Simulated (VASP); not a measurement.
# MgS: relaxation of cell and atoms with PBEsol

MgS:

```xyz
2
Lattice="0.0000 2.6500 2.6500 2.6500 0.0000 2.6500 2.6500 2.6500 0.0000" Properties=species:S:1:pos:R:3 pbc="T T T"
Mg    0.0000    0.0000    0.0000
S     2.6500    2.6500    2.6500
```

| Quantity | Value |
| --- | --- |
| Program | VASP 6.6.1 |
| Task | relaxation of cell and atoms |
| Functional | PBEsol |
| Potentials or basis | VASP PAW PBE potentials, release 64 (Mg, S) |
| Cutoff | 600 eV |
| k mesh | 7 × 7 × 7 |
| Occupations | gaussian, width 0.02 eV |
| Spin | no spin polarisation |
| Target pressure | 15 GPa |
| Dipole correction | no |
| Further INCAR settings | ALGO = Normal; EDIFF = 1e-07; IBRION = 2; EDIFFG = -0.01; NSW = 80; ISIF = 3 |

```yaml
Relaxed_volume: 15.06 Å³/atom
Relaxed_cell: a = 3.492 Å, b = 3.492 Å, c = 3.492 Å, α = 60.00°, β = 60.00°, γ = 60.00°
Space_group_after_relaxing_to_0.1_Å: Fm-3m (No. 225)
Energy_change_on_relaxing_the_run_minimises_the_enthalpy: +75.6 meV/atom
Ionic_steps: 6
Pressure_after_relaxing: 15.0 GPa
Band_gap_on_the_k_mesh: 3.24 eV (least direct gap 4.94 eV)
```

The path:
```
step  energy change (eV)  largest force (eV/Å)  pressure (GPa)  volume (Å³)
   1              0.0000                0.0000           -4.77        37.22
   2              0.7951                0.0000           39.81        26.17
   3              0.1423                0.0000           14.58        30.22
   4              0.1544                0.0000           15.16        30.09
   5              0.1486                0.0000           14.88        30.15
   6              0.1511                0.0000           15.00        30.12
```

Final structure:
```
Mg S
1.0
     0.00000    2.46955    2.46955
     2.46955    0.00000    2.46955
     2.46955    2.46955    0.00000
Mg S
1 1
Direct
  0.00000 0.00000 0.00000
  0.50000 0.50000 0.50000
```

Levels at points of the mesh, in eV from the valence-band top:
```csv
k point,band 2,band 3,band 4,band 5,band 6,band 7
"(0.00, 0.00, 0.00)",0.00,0.00,0.00,4.94,7.70,7.70
```

Run time: 37 s on 1 thread of AMD EPYC 7R13 Processor (Zen 3) (shared host), peak memory 0.15 GiB.

Caveat: the cell is relaxed towards a set pressure, so the run minimises the enthalpy, not the energy; the volume moved by over 15 % at a fixed basis, so the end points are rough; the PAW data sets were made with another functional, which shifts forces and pressure a little; an odd mesh through Γ misses points on the zone boundary, where band edges can lie.
